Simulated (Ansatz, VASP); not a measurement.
**Au in VASP and in Ansatz**

The input INCAR:

```
SYSTEM = Au
PREC = Accurate
ENCUT = 520
EDIFF = 1E-6
ISMEAR = 0
SIGMA = 0.15
LREAL = .False.
LASPH = .True.
NELM = 60
ALGO = Fast
ISIF = 2
LWAVE = .False.
LCHARG = .False.
GGA = PS
NBANDS = 12
```

KPOINTS

```
regular mesh
0
Gamma
  20 20 20
  0 0 0
```

POSCAR

```
Au
1.0
   -1.7401324500      1.7401324500      1.6987007250
    1.7401324500     -1.7401324500      1.6987007250
    1.7401324500      1.7401324500     -1.6987007250
Au
1
Direct
    0.0000000000      0.0000000000      0.0000000000
```

Input for Ansatz:

```yaml
crystal:
  lattice:
    - [-1.74013245, 1.74013245, 1.698700725]
    - [1.74013245, -1.74013245, 1.698700725]
    - [1.74013245, 1.74013245, -1.698700725]
  atoms:
    - { symbol: Au, position: [0.0, 0.0, 0.0] }
basis:
  ecutwfc: 420
kpoints:
  mp_grid: { grid: [20, 20, 20] }
hamiltonian:
  xc: pbesol
scf:
  occupations: { method: gaussian, width: 0.15 }
output:
  forces: true
  stress: true
  eigenvalues: true
```

Change from the starting cell: strain +0.050 along x and y, +0.025 along z, atoms carried along.

Alike in both runs: task single point; functional PBEsol; k mesh 20 × 20 × 20; occupations gaussian, width 0.15 eV; no spin polarisation.

```csv
,VASP,Ansatz
version,VASP 6.6.1,Ansatz 0.2.0
potentials or method,"VASP PAW PBE potentials, release 64 (Au), cutoff 520 eV","scalar-relativistic, plane waves, PAW"
valence electrons in the cell,11,19
```

```csv
,VASP,Ansatz,Ansatz less VASP
gap on the k mesh at the Fermi level (eV),none,none,-
pressure (GPa),-18.5,-18.5,+0.02
"traceless stress, the component that is largest in VASP (GPa)",-0.14,-0.14,-0.001
```

VASP's potentials were made for PBE, not for PBEsol. A gap of «none» marks a metal or a gap that the smearing closes. VASP's potentials hold 11 valence electrons a cell and Ansatz's 19, so a difference there can come from the potentials and not from the codes.

Neither program's run includes spin-orbit coupling.
